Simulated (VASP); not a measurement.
Here is a VASP 6.6.1 calculation.

The input INCAR:

```
PREC = Accurate
ENCUT = 520
EDIFF = 1E-6
ISMEAR = 0
SIGMA = 0.15
LREAL = F
LASPH = T
NELM = 60
ALGO = Normal
ISIF = 2
LWAVE = F
LCHARG = F
GGA = PE
NBANDS = 35
```

File KPOINTS:

```
Automatic mesh
0
Gamma
  3 3 3
```

Contents of POSCAR:

```
AlGeSbH2
1.0
   -2.8785691534      3.7202576593      4.6908974508
    2.8785691534     -3.7202576593      4.6908974508
    2.8785691534      3.7202576593     -4.6908974508
Al Ge Sb H
2 2 2 4
Direct
    0.2376709255      0.5000000000      0.7376709255
    0.7623290745      0.5000000000      0.2623290745
    0.6935371173      0.6935371173      0.0000000000
    0.3064628827      0.3064628827      0.0000000000
    0.0000000000      0.0000000000      0.0000000000
    0.5000000000      0.0000000000      0.5000000000
    0.0000000000      0.5000000000      0.5000000000
    0.7513206303      0.0000000000      0.7513206303
    0.2486793697      0.0000000000      0.2486793697
    0.5000000000      0.5000000000      0.0000000000
```

Potentials or basis: VASP PAW PBE potentials, release 64 (Al, Ge_d, Sb, H).

The run is started by

```sh
$ cat potpaw_PBE.64/Al/POTCAR potpaw_PBE.64/Ge_d/POTCAR potpaw_PBE.64/Sb/POTCAR potpaw_PBE.64/H/POTCAR > POTCAR
$ mpirun -np 1 vasp_std > vasp.out
```

(1) Estimate the band gap on the k mesh.

(2) What does it give for the pressure?

(3) What does it give for the largest force?

Answers

(1) zero (bands 24 and 25 overlap by 0.94 eV).

(2) 0.1 GPa.

(3) 0.023 eV/Å.

Caveat: the k points lie up to 0.43 Å⁻¹ apart, too coarse for converged energies and pressures of a metal; spin-orbit coupling is left out, which moves the levels of the heavy elements.
